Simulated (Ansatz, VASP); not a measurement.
## Si3C2: VASP beside Ansatz

```
Si C
1.0
     2.88511    0.00000    0.00000
    -1.44256    2.49858    0.00000
     0.00000    0.00000   14.50474
Si C
6 4
Direct
  0.66667 0.33333 0.07986
  0.66667 0.33333 0.25000
  0.66667 0.33333 0.42014
  0.33333 0.66667 0.75000
  0.33333 0.66667 0.92014
  0.33333 0.66667 0.57986
  0.66667 0.33333 0.84932
  0.66667 0.33333 0.65068
  0.33333 0.66667 0.15068
  0.33333 0.66667 0.34932
```

Alike in both runs: task relaxation of cell and atoms; functional PBE; k mesh 6 × 6 × 2; occupations gaussian, width 0.1 eV; no spin polarisation.

|  | VASP | Ansatz |
| --- | --- | --- |
| version | VASP 6.6.1 | Ansatz 0.2.0 |
| potentials or method | VASP PAW PBE potentials, release 64 (Si, C), cutoff 600 eV | scalar-relativistic, plane waves, PAW |
| valence electrons in the cell | 40 | 40 |

|  | VASP | Ansatz | Ansatz less VASP |
| --- | --- | --- | --- |
| gap on the k mesh at the Fermi level, each at its own relaxed structure (eV) | none | none | - |
| relaxed volume (Å³/atom) | 10.45 | 10.46 | +0.016 |
| relaxed length of the cell vector where the two differ most in proportion (Å) | 14.352 | 14.368 | +0.0153 |

A gap of «none» marks a metal or a gap that the smearing closes.

The k mesh is coarse, so the values compare programs but aren't converged.
